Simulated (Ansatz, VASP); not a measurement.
**C in VASP and in Ansatz**

Contents of INCAR:

```
SYSTEM = C
  PREC = Accurate
  ENCUT = 520
  EDIFF = 1E-6
  ISMEAR = 0
  SIGMA = 0.05
  LREAL = .FALSE.
  LASPH = .TRUE.
  NELM = 60
  ALGO = Normal
  ISIF = 2
  LWAVE = .FALSE.
  LCHARG = .TRUE.
  GGA = PE
  LELF = .TRUE.
  LVHAR = .TRUE.
  NBANDS = 11
```

KPOINTS

```
regular mesh
0
G
  12 12 12
  0 0 0
```

File POSCAR:

```
C
1.0
    0.0000000000      2.0336287077      1.6920862354
    1.6318140344      0.0000000000      1.6920862354
    1.6318140344      2.0336287077      0.0000000000
C
2
Direct
    0.5000000000      0.5000000000      0.5000000000
    0.7500000000      0.7500000000      0.7500000000
```

Input for Ansatz:

```yaml
crystal:
  lattice:
    - [0.0, 2.0336287077, 1.6920862354]
    - [1.6318140344, 0.0, 1.6920862354]
    - [1.6318140344, 2.0336287077, 0.0]
  atoms:
    - { symbol: C, position: [0.5, 0.5, 0.5] }
    - { symbol: C, position: [0.75, 0.75, 0.75] }
basis:
  ecutwfc: 520.0
kpoints:
  mp_grid: { grid: [12, 12, 12] }
hamiltonian:
  xc: pbe
  pseudopotentials: { kind: paw, azcp: { folder: soft_1 } }
scf:
  occupations: { method: gaussian, width: 0.05 }
output:
  forces: true
  stress: true
  eigenvalues: true
```

Change from the starting cell: strain +e along x and -e along y -0.1125, strain +e along z and -e/2 along x and y -0.0525.

Alike in both runs: task single point; functional PBE; k mesh 12 × 12 × 12; occupations gaussian, width 0.05 eV; no spin polarisation.

|  | VASP | Ansatz |
| --- | --- | --- |
| version | VASP 6.6.1 | Ansatz 0.2.0 |
| potentials or method | VASP PAW PBE potentials, release 64 (C), cutoff 520 eV | scalar-relativistic, plane waves, PAW |
| valence electrons in the cell | 8 | 8 |

```csv
,VASP,Ansatz,Ansatz less VASP
gap on the k mesh at the Fermi level (eV),1.00,1.01,+0.011
least direct gap on the mesh (eV),3.54,3.54,+0.004
pressure (GPa),8.5,8.0,-0.56
"traceless stress, the component that is largest in VASP (GPa)",-149.57,-149.58,-0.016
```
